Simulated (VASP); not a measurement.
Wanted: the native input for a VASP 6.6.1 run.

| Quantity | Value |
| --- | --- |
| Task | single point |
| Functional | PBEsol |
| Potentials or basis | VASP PAW PBE potentials, release 64 (Li_sv) |
| Cutoff | 520 eV |
| k mesh | 7 × 7 × 7 |
| Occupations | fermi-dirac, width 0.1 eV |
| Spin | no spin polarisation |
| Dipole correction | no |
| Further INCAR settings | ALGO = Normal; EDIFF = 1e-06; NBANDS = 8 |

The structure of Li lies in POSCAR:

```
Li
1.0
    3.5220000000      0.0000000000      0.0000000000
    0.0000000000      3.5220000000      0.0000000000
    0.0000000000      0.0000000000      3.5220000000
Li
1
Direct
    0.5000000000      0.5000000000      0.5000000000
```

One way to write it, as run:

INCAR

```
PREC = Accurate
ENCUT = 520
EDIFF = 1E-6
ISMEAR = -1
SIGMA = 0.1
LREAL = F
LASPH = T
NELM = 80
ALGO = Normal
ISIF = 2
LWAVE = F
LCHARG = F
GGA = PS
NBANDS = 8
```

KPOINTS

```
Automatic mesh
0
Gamma
  7 7 7
```

Potentials or basis: VASP PAW PBE potentials, release 64 (Li_sv).

Command:

```sh
$ cat potpaw_PBE.64/Li_sv/POTCAR > POTCAR
$ mpirun -np 1 vasp_std > vasp.out
```

Wall time 4.6 s on 1 thread of AMD EPYC 7R13 Processor (Zen 3), on a shared host, peak memory 0.11 GiB.
